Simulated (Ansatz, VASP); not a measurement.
Two plane-wave programs on Zn

The input INCAR:

```
SYSTEM = Zn
PREC = Accurate
ENCUT = 600
EDIFF = 1E-7
ISMEAR = -1
SIGMA = 0.05
LREAL = .FALSE.
LASPH = .TRUE.
NELM = 60
ALGO = Normal
ISIF = 3
LWAVE = .FALSE.
LCHARG = .FALSE.
GGA = RE
IVDW = 13
IBRION = 2
NSW = 60
EDIFFG = -0.01
```

File KPOINTS:

```
Automatic mesh
0
G
  12 12 12
  0 0 0
```

POSCAR

```
Zn
1.0
    0.0000000000      1.9647760000      1.9647760000
    1.9647760000      0.0000000000      1.9647760000
    1.9647760000      1.9647760000      0.0000000000
Zn
1
Direct
    0.0000000000      0.0000000000      0.0000000000
```

Contents of input.yaml:

```yaml
crystal:
  lattice:
    - [0.0, 1.964776, 1.964776]
    - [1.964776, 0.0, 1.964776]
    - [1.964776, 1.964776, 0.0]
  atoms:
    - { symbol: Zn, position: [0.0, 0.0, 0.0] }
hamiltonian:
  xc: revpbe
  pseudopotentials: { kind: paw }
  dispersion: d4
kpoints:
  mp_grid: { grid: [12, 12, 12] }
scf:
  occupations: { method: fermi_dirac, width: 0.05 }
output:
  forces: true
  stress: true
  eigenvalues: true
  write_density: true
  write_potential: true
  elf: true
  volumetric_format: npy
relax:
  f_tol: 0.01
  max_steps: 40
  cell: { stress_tol: 0.05 }
```

Alike in both runs: task relaxation of cell and atoms; functional revPBE; dispersion D4; k mesh 12 × 12 × 12; occupations fermi-dirac, width 0.05 eV; no spin polarisation.

|  | VASP | Ansatz |
| --- | --- | --- |
| version | VASP 6.6.1 | Ansatz 0.2.0 |
| potentials or method | VASP PAW PBE potentials, release 64 (Zn) | Ansatz PAW |
| plane-wave cutoff (eV) | 600 | 420 |
| valence electrons in the cell | 12 | 12 |

```tsv
	VASP	Ansatz	Ansatz less VASP
gap on the k mesh at the Fermi level, each at its own relaxed structure (eV)	none	none	-
relaxed volume (Å³/atom)	14.44	14.38	-0.062
relaxed cell length with the largest relative difference (Å)	2.733	2.729	-0.0039
```

VASP's potentials were made for PBE, not for revPBE. A gap of «none» marks a metal or a gap that the smearing closes.

Noted on Ansatz's run: the plane-wave basis is chosen anew once the cell has moved, so the energies of steps on either side of that aren't comparable.
